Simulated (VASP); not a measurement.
# CdS (F-43m) in VASP: a series of runs

Runs on CdS. Level: PBE. Tasks: single point.

Everything below comes from runs of VASP 6.6.1. Logs are shortened: lines on timing, memory, paths and dates and some standing lists are left out, and cuts for length are marked.

## 1. The cell of the first run

Symmetry: F-43m, No. 216, cubic system. Conventional cell: a = 5.886 Å, b = 5.886 Å, c = 5.886 Å, α = 90.00°, β = 90.00°, γ = 90.00°. Within 3.4 Å of Cd (site symmetry -43m) lie 4 S at 2.55 Å. Within 3.4 Å of S (site symmetry -43m) lie 4 Cd at 2.55 Å.

## 2. Single point, PBE

INCAR

```
SYSTEM = CdS
  ALGO = Normal
  EDIFF = 1E-6
  ENCUT = 500
  GGA = PE
  GGA_COMPAT = .False.
  ISIF = 2
  ISMEAR = 1
  LASPH = .True.
  LCHARG = .False.
  LREAL = .False.
  LWAVE = .False.
  NBANDS = 16
  NELM = 120
  PREC = Accurate
  SIGMA = 0.06802846561497
```

KPOINTS

```
k-points
0
Gamma
  4 4 4
  0 0 0
```

POSCAR

```
CdS
1.0
    0.0000000000      2.9429534649      2.9429534649
    2.9429534649      0.0000000000      2.9429534649
    2.9429534649      2.9429534649      0.0000000000
Cd S
1 1
Direct
    0.0000000000      0.0000000000      0.0000000000
    0.2500000000      0.2500000000      0.2500000000
```

Potentials or basis: VASP PAW PBE potentials, release 64 (Cd, S).

On the command line:

```console
> cat potpaw_PBE.64/Cd/POTCAR potpaw_PBE.64/S/POTCAR > POTCAR
> mpirun -np 1 vasp_std > vasp.out
```

OUTCAR:

```text
SYSTEM = CdS
   EDIFF = 1E-6
   ENCUT = 500
   GGA = PE
   ISIF = 2
   ISMEAR = 1
   LASPH = .True.
   LREAL = .False.
   NELM = 120
   PREC = Accurate

 ion  position               nearest neighbor table
   1  0.000  0.000  0.000-   2 2.55   2 2.55   2 2.55   2 2.55
   2  0.250  0.250  0.250-   1 2.55   1 2.55   1 2.55   1 2.55

  LATTYP: Found a face centered cubic cell.
 ALAT       =     5.8859069298

  Lattice vectors:

 A1 = (   0.0000000000,   2.9429534649,   2.9429534649)
 A2 = (   2.9429534649,   0.0000000000,   2.9429534649)
 A3 = (   2.9429534649,   2.9429534649,   0.0000000000)

Analysis of symmetry for initial positions (statically):
=====================================================================
 Subroutine PRICEL returns:
 Original cell was already a primitive cell.

 Routine SETGRP: Setting up the symmetry group for a
 face centered cubic supercell.

 Subroutine GETGRP returns: Found 24 space group operations
 (whereof 24 operations were pure point group operations)
 out of a pool of 48 trial point group operations.

The static configuration has the point symmetry T_d .

Analysis of symmetry for dynamics (positions and initial velocities):
=====================================================================
 Subroutine PRICEL returns:
 Original cell was already a primitive cell.

 Routine SETGRP: Setting up the symmetry group for a
 face centered cubic supercell.

 Subroutine GETGRP returns: Found 24 space group operations
 (whereof 24 operations were pure point group operations)
 out of a pool of 48 trial point group operations.

The dynamic configuration has the point symmetry T_d .

 Subroutine INISYM returns: Found 24 space group operations
 (whereof 24 operations are pure point group operations),
 and found     1 'primitive' translations

----------------------------------------------------------------------------------------

                                     Primitive cell

  volume of cell :      50.9777

  direct lattice vectors                    reciprocal lattice vectors
     0.000000000  2.942953465  2.942953465    -0.169897352  0.169897352  0.169897352
     2.942953465  0.000000000  2.942953465     0.169897352 -0.169897352  0.169897352
     2.942953465  2.942953465  0.000000000     0.169897352  0.169897352 -0.169897352

  length of vectors
     4.161964703  4.161964703  4.161964703     0.294270845  0.294270845  0.294270845

  position of ions in fractional coordinates (direct lattice)
     0.000000000  0.000000000  0.000000000
     0.250000000  0.250000000  0.250000000

[... 60 lines left out ...]
   LREAL  =      F    real-space projection
   EDIFFG = 0.1E-04   stopping-criterion for IOM
   NSW    =      0    number of steps for IOM
   IBRION =     -1    ionic relax: 0-MD 1-quasi-New 2-CG
   NFREE  =      0    steps in history (QN), initial steepest desc. (CG)
   ISIF   =      2    stress and relaxation
   ISYM   =      2    0-nonsym 1-usesym 2-fastsym
   POTIM  = 0.5000    time-step for ionic-motion
   TEBEG  =    0.0;   TEEND  =   0.0 temperature during run
   PSTRESS=    0.0 pullay stress
   NELECT =      18.0000    total number of electrons
   NUPDOWN=      -1.0000    fix difference up-down
   EMIN   =  10.00;   EMAX   =-10.00  energy-range for DOS
   EFERMI =   0.00;   METHOD = LEGACY
   ISMEAR =     1;   SIGMA  =   0.07  broadening in eV -4-tet -1-fermi 0-gaus
   EFERMI_NEDOS =   21; number of points for ismear=-14 and -15
   IALGO  =     38    algorithm
   IMIX   =      4    mixing-type and parameters
     AMIX     =   0.40;   BMIX     =  1.00
     AMIX_MAG =   1.60;   BMIX_MAG =  1.00
  volume/ion in A,a.u.               =      25.49       172.01
  Fermi-wavevector in a.u.,A,eV,Ry     =   1.157104  2.186609 18.216690  1.338889
  Thomas-Fermi vector in A             =   2.293718
   LORBIT       =      0    0 simple, 1 ext, 2 COOP (PROOUT), +10 PAW based schemes
   GGA     = PE    functional components
   LHFCALC =     F    Hartree Fock is set to
   AEXX    =    0.0000 exact exchange contribution
   IVDW    =     0    specifies the selected vdW correction
   LEPSILON=     F    determine dielectric tensor
   LRPA    =     F    only Hartree local field effects (RPA)
 non-spin polarized calculation
 Methfessel and Paxton  Order N= 1 SIGMA  =   0.07
  energy-cutoff  :      500.00
  volume of cell :       50.98
 maximum number of plane-waves:      1308
   NGX = 15   NGY = 15   NGZ = 15

 number of electron      17.9999991 magnetization

 Free energy of the ion-electron system (eV)
  ---------------------------------------------------
  ext. energy  EPLUGINS =         0.00000000
  ---------------------------------------------------
  free energy    TOTEN  =        -6.10888557 eV

  energy without entropy =       -6.10907046  energy(sigma->0) =       -6.10894720

 E-fermi :   1.1661     XC(G=0):  -9.0143

 val. band max:        1.1087871810   @ k =   0.0000   0.0000   0.0000
 cond. band min:       2.1869644360   @ k =   0.0000   0.0000   0.0000
 fundamental gap:      1.0781772550
 Fermi energy:         1.1660589836

 k-point     1 :       0.0000    0.0000    0.0000
  band No.  band energies     occupation
      1     -11.0959      2.00000
      2      -6.5467      2.00000
      3      -6.5467      2.00000
      4      -6.5467      2.00000
      5      -6.1055      2.00000
      6      -6.1055      2.00000
[... 129 lines left out ...]
      3      -6.3147      2.00000
      4      -6.1413      2.00000
      5      -6.0969      2.00000
      6      -5.5151      2.00000
[... 8 lines left out ...]
     15      14.2178      0.00000
     16      14.3396      0.00000

------------------------ aborting loop because EDIFF is reached ----------------------------------------

  FORCE on cell =-STRESS in cart. coord.  units (eV):
  Direction    XX          YY          ZZ          XY          YZ          ZX
  --------------------------------------------------------------------------------------
  -------------------------------------------------------------------------------------
  Total        0.5139459      0.5139459      0.5139459      0.0000000      0.0000000     -0.0000000
  in kB       16.1527983     16.1527983     16.1527983      0.0000000      0.0000000     -0.0000000
  external PRESSURE =      16.1527983 kB  Pullay stress =       0.0000000 kB

 VOLUME and BASIS-vectors are now :
 -----------------------------------------------------------------------------
  energy-cutoff  :      500.00
  volume of cell :       50.98
      direct lattice vectors                 reciprocal lattice vectors
     0.000000000  2.942953465  2.942953465    -0.169897352  0.169897352  0.169897352
     2.942953465  0.000000000  2.942953465     0.169897352 -0.169897352  0.169897352
     2.942953465  2.942953465  0.000000000     0.169897352  0.169897352 -0.169897352

 POSITION                                       TOTAL-FORCE (eV/Angst)
 -----------------------------------------------------------------------------------
      0.00000      0.00000      0.00000         0.000000      0.000000      0.000000
      1.47148      1.47148      1.47148        -0.000000     -0.000000     -0.000000
 -----------------------------------------------------------------------------------
    total drift:                                0.000000      0.000000     -0.000000

  FREE ENERGIE OF THE ION-ELECTRON SYSTEM (eV)
  ---------------------------------------------------
  free  energy   TOTEN  =        -6.1088855732 eV

  energy  without entropy=       -6.1090704588  energy(sigma->0) =       -6.10894720
```

stdout:

```text
POSCAR found type information on POSCAR CdS
 POSCAR found :  2 types and       2 ions
 scaLAPACK will be used
 LDA part: xc-table for (Slater+PW92), standard interpolation
 POSCAR, INCAR and KPOINTS ok, starting setup
 FFT: planning ... GRIDC
 FFT: planning ... GRID_SOFT
 FFT: planning ... GRID
 WAVECAR not read
 entering main loop
```

Wall time 9 s (1 thread of Intel Xeon 6975P-C, shared host); peak memory 0.16 GiB.

What came out:

* Free energy: -6.1089 eV
* Pressure: 1.6 GPa
* Band gap on the k mesh: 1.08 eV, direct

Caveat: the k points lie up to 0.46 Å⁻¹ apart.

## 3. Single point, PBE

INCAR

```
ALGO     = Normal         # electronic algorithm
EDIFF    = 1E-6           # SCF threshold, eV
ENCUT    = 500            # plane-wave cutoff, eV
GGA      = PE             # functional
GGA_COMPAT= False        
ISIF     = 2              # what is computed and relaxed
ISMEAR   = 0              # smearing method
LASPH    = True           # aspherical terms in the spheres
LCHARG   = False          # write CHGCAR
LREAL    = False          # projectors in reciprocal space
LWAVE    = False          # write WAVECAR
NBANDS   = 16             # bands
NELM     = 120            # most SCF steps
PREC     = Accurate       # precision mode
SIGMA    = 0.1            # smearing width, eV
```

KPOINTS

```
k-points
0
Gamma
  4 4 4
```

POSCAR is that of step 2.

Potentials or basis: VASP PAW PBE potentials, release 64 (Cd, S).

On the command line:

```console
> cat potpaw_PBE.64/Cd/POTCAR potpaw_PBE.64/S/POTCAR > POTCAR
> mpirun -np 1 vasp_std > vasp.out
```

It took 9.3 s on 1 thread of Intel Xeon 6975P-C, shared host; peak memory 0.16 GiB.

It converged, with:

```yaml
Free_energy: -6.1091 eV
Pressure: 1.6 GPa
Band_gap_on_the_k_mesh: 1.08 eV, direct
```

Levels at points of the mesh, in eV from the valence-band top:
```
           k point  band 7  band 8  band 9  band 10  band 11  band 12
(0.00, 0.00, 0.00)    0.00    0.00    0.00     1.08     6.53     6.53
(0.50, 0.00, 0.00)   -4.25   -0.71   -0.71     2.96     6.99     6.99
(0.50, 0.50, 0.00)   -3.84   -1.79   -1.79     3.58     4.30     9.12
```

Caveat: the k points lie up to 0.46 Å⁻¹ apart. Expect the measured gap to be larger: semilocal functionals such as PBE lack the derivative discontinuity.

## 4. Single point, PBE

INCAR

```
ALGO = Normal
EDIFF = 1E-6
ENCUT = 500
GGA = PE
GGA_COMPAT = False
ISIF = 2
ISMEAR = -4
LASPH = True
LCHARG = False
LREAL = False
LWAVE = False
NBANDS = 16
NELM = 120
PREC = Accurate
SIGMA = 0.1
```

KPOINTS is that of step 3.

POSCAR is that of step 3.

On the command line:

```console
> cat potpaw_PBE.64/Cd/POTCAR potpaw_PBE.64/S/POTCAR > POTCAR
> mpirun -np 1 vasp_std > vasp.out
```

Run time: 8 s. Hardware: 1 thread of Intel Xeon 6975P-C, shared host; peak memory 0.16 GiB.

Results (log left out):

```yaml
Free_energy: -6.1091 eV
Pressure: 1.6 GPa
Band_gap_on_the_k_mesh: 1.08 eV, direct
```

Levels at points of the mesh, in eV from the valence-band top:
| k point | band 5 | band 6 | band 7 | band 8 | band 9 | band 10 | band 11 | band 12 | band 13 | band 14 |
| --- | --- | --- | --- | --- | --- | --- | --- | --- | --- | --- |
| (0.00, 0.00, 0.00) | -7.21 | -7.21 | 0.00 | 0.00 | 0.00 | 1.08 | 6.53 | 6.53 | 6.53 | 11.28 |
| (0.50, 0.00, 0.00) | -7.18 | -6.86 | -4.25 | -0.71 | -0.71 | 2.96 | 6.99 | 6.99 | 7.39 | 10.99 |
| (0.50, 0.50, 0.00) | -7.13 | -6.79 | -3.84 | -1.79 | -1.79 | 3.58 | 4.30 | 9.12 | 10.61 | 10.61 |

Caveat: the k points lie up to 0.46 Å⁻¹ apart.

## 5. Summary

```tsv
smearing	gap on the mesh (eV)	pressure (GPa)
methfessel-paxton 0.0680285 eV	1.08	1.6
gaussian 0.1 eV	1.08	1.6
tetrahedron	1.08	1.6
```

Alike in all rows: task single point; level PBE; potentials or basis VASP PAW PBE potentials, release 64 (Cd, S); no spin polarisation; cell as given; k mesh 4 × 4 × 4; cutoff (eV) 500.

Caveats: all runs use coarse meshes.

Total energies depend on the potentials used, so only differences within one code and one set of settings carry meaning.
